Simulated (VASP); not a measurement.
Set up this calculation in VASP 6.6.1, as the native input.

```yaml
Task: relaxation of cell and atoms
Functional: PBE
Potentials_or_basis: VASP PAW PBE potentials, release 64 (Ta_pv, Si, O)
Cutoff: 600 eV
k_mesh: 4 × 4 × 2
Occupations: gaussian, width 0.15 eV
Spin: no spin polarisation
Dipole_correction: no
Further_INCAR_settings: ALGO = Normal; EDIFF = 1e-07; IBRION = 2; EDIFFG = -0.08; NSW = 36; ISIF = 3
```

The structure of Ta2SiO3 lies in POSCAR:

```
Ta2SiO3
1.0
    3.2662524400      0.0000000000      0.0000000000
    0.0000000000      3.2662524400      0.0000000000
    0.0000000000      0.0000000000      7.1958607900
Ta Si O
2 1 3
Direct
    0.0000000000      0.5000000000      0.7315000300
    0.5000000000      0.0000000000      0.2684999700
    0.0000000000      0.0000000000      0.0000000000
    0.0000000000      0.5000000000      0.3835000100
    0.5000000000      0.0000000000      0.6164999900
    0.5000000000      0.5000000000      0.0000000000
```

The cell was generated, and may not be a known phase.

One way to write it, as run:

INCAR

```
SYSTEM = Ta2SiO3
  ALGO = Normal
  EDIFF = 1E-7
  EDIFFG = -0.08
  ENCUT = 600
  GGA = PE
  IBRION = 2
  ISIF = 3
  ISMEAR = 0
  LASPH = .True.
  LCHARG = .False.
  LREAL = .False.
  LWAVE = .False.
  NELM = 80
  NSW = 36
  PREC = Accurate
  SIGMA = 0.15
```

KPOINTS

```
k-points
0
Gamma
  4 4 2
  0 0 0
```

Potentials or basis: VASP PAW PBE potentials, release 64 (Ta_pv, Si, O).

Run with:

```console
$ cat potpaw_PBE.64/Ta_pv/POTCAR potpaw_PBE.64/Si/POTCAR potpaw_PBE.64/O/POTCAR > POTCAR
$ mpirun -np 1 vasp_std > vasp.out
```

Results of the run:

```json
{
  "Relaxed volume": "11.35 Å³/atom",
  "Relaxed cell": "a = 2.946 Å, b = 2.946 Å, c = 7.848 Å, α = 90.00°, β = 90.00°, γ = 90.00°",
  "Space group after relaxing (to 0.1 Å)": "P-4m2 (No. 115)",
  "Energy gained by relaxing": "260.2 meV/atom",
  "Ionic steps": "14",
  "Pressure after relaxing": "0.3 GPa",
  "Largest force after relaxing": "0.056 eV/Å",
  "Band gap on the k mesh": "zero (bands 22 and 23 overlap by 1.09 eV)"
}
```

Caveat: the k points lie up to 0.53 Å⁻¹ apart in the final cell, too coarse for converged energies and pressures of a metal; spin-orbit coupling is left out, which moves the levels of the heavy elements; the relaxation stopped at a loose force limit of 0.08 eV/Å, so its end isn't a converged minimum.

Wall time 11 min on 1 thread of Intel Xeon 8259CL (shared host), peak memory 0.23 GiB.
